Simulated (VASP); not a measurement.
## HfO2: single point with PBEsol+D3(BJ)+U

Crystal: HfO2.

```
CELL_PARAMETERS angstrom
0.00000 2.57444 2.57444
2.57444 0.00000 2.57444
2.57444 2.57444 0.00000
ATOMIC_POSITIONS crystal
Hf 0.00000 0.00000 0.00000
O 0.75000 0.75000 0.75000
O 0.25000 0.25000 0.25000
```

```yaml
Program: VASP 6.6.1
Task: single point
Functional: PBEsol
Dispersion: D3(BJ)
Potentials_or_basis: VASP PAW PBE potentials, release 64 (Hf_pv, O)
Cutoff: 520 eV
k_mesh: 9 × 9 × 9
Occupations: tetrahedron
Spin: no spin polarisation
Hubbard_terms: Hf d U = 6.5 eV
```

```json
{"Pressure": "-3.9 GPa", "Band gap on the k mesh": "4.44 eV, indirect (least direct gap 4.57 eV)", "Dispersion energy per atom": "-0.216 eV"}
```

Levels at points of the mesh, in eV from the valence-band top:
```tsv
k point	band 7	band 8	band 9	band 10	band 11	band 12	band 13	band 14	band 15	band 16
(0.00, 0.00, 0.00)	-4.74	-4.74	-0.58	-0.58	-0.58	5.00	5.24	5.24	10.79	10.79
```

Eigenvalues of the final occupation matrices:
```csv
site,spin,trace,eigenvalues
site 1 d,1,0.55,0.05 0.05 0.15 0.15 0.15
site 1 d,2,0.55,0.05 0.05 0.15 0.15 0.15
```

Run time: 22 s on 1 thread of Intel Xeon 6975P-C (shared host), peak memory 0.18 GiB.

Caveat: the PAW data sets were made with another functional, which shifts forces and pressure a little; spin-orbit coupling is left out, which moves the levels of the heavy elements. A k mesh can miss the band edges.
